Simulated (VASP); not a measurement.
Set up this calculation in VASP 6.6.1, as the native input.

- Task: single point
- Functional: PBE
- Potentials or basis: VASP PAW PBE potentials, release 64 (Ir, Pb_d)
- Cutoff: 520 eV
- k mesh: 8 × 8 × 8
- Occupations: gaussian, width 0.1 eV
- Spin: no spin polarisation
- Dipole correction: no
- Further INCAR settings: ALGO = Fast; EDIFF = 1e-06; NBANDS = 46

The structure of IrPb2 lies in POSCAR:

```
IrPb2
1.0
    0.0000000000      4.2902660315      4.2902660315
    4.2902660315      0.0000000000      4.2902660315
    4.2902660315      4.2902660315      0.0000000000
Ir Pb
2 4
Direct
    0.0000000000      0.0000000000      0.0000000000
    0.2500000000      0.2500000000      0.2500000000
    0.6250000000      0.6250000000      0.6250000000
    0.1250000000      0.6250000000      0.6250000000
    0.6250000000      0.6250000000      0.1250000000
    0.6250000000      0.1250000000      0.6250000000
```

These files were run (other wordings do the same):

INCAR

```
SYSTEM = IrPb2
ALGO = Fast
EDIFF = 1E-6
ENCUT = 520
GGA = PE
ISIF = 2
ISMEAR = 0
LASPH = .TRUE.
LCHARG = .FALSE.
LREAL = .FALSE.
LWAVE = .FALSE.
NBANDS = 46
NELM = 100
PREC = Accurate
SIGMA = 0.1
```

KPOINTS

```
k-points
0
G
  8 8 8
  0 0 0
```

Potentials or basis: VASP PAW PBE potentials, release 64 (Ir, Pb_d).

Command:

```console
$ cat potpaw_PBE.64/Ir/POTCAR potpaw_PBE.64/Pb_d/POTCAR > POTCAR
$ mpirun -np 1 vasp_std > vasp.out
```

It gave:

```
Pressure               : -0.1 GPa
Band gap on the k mesh : zero (bands 37 and 38 overlap by 0.83 eV)
```

Caveat: spin-orbit coupling is left out, which moves the levels of the heavy elements.

Run time: 10 min on 1 thread of Intel Xeon 8259CL, on a shared host, peak memory 0.39 GiB.
